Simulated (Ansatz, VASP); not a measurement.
# KBr in VASP and in Ansatz

```
K Br
1.0
     0.00000    3.30225    3.30225
     3.30225    0.00000    3.30225
     3.30225    3.30225    0.00000
K Br
1 1
Direct
  0.00000 0.00000 0.00000
  0.50000 0.50000 0.50000
```

Alike in both runs: task single point; functional PBE; dispersion D4; k mesh 4 × 4 × 4; no spin polarisation.

|  | VASP | Ansatz |
| --- | --- | --- |
| version | VASP 6.6.1 | Ansatz 0.2.0 |
| potentials or method | VASP PAW PBE potentials, release 64 (K_sv, Br) | plane waves |
| plane-wave cutoff (eV) | 500 | 420 |
| occupations | gaussian, width 0.01 eV | fixed |
| valence electrons in the cell | 16 | 16 |

|  | VASP | Ansatz | Ansatz less VASP |
| --- | --- | --- | --- |
| gap on the k mesh at the Fermi level (eV) | 4.43 | 4.43 | +0.002 |
| pressure (GPa) | 0.1 | 0.1 | -0.04 |
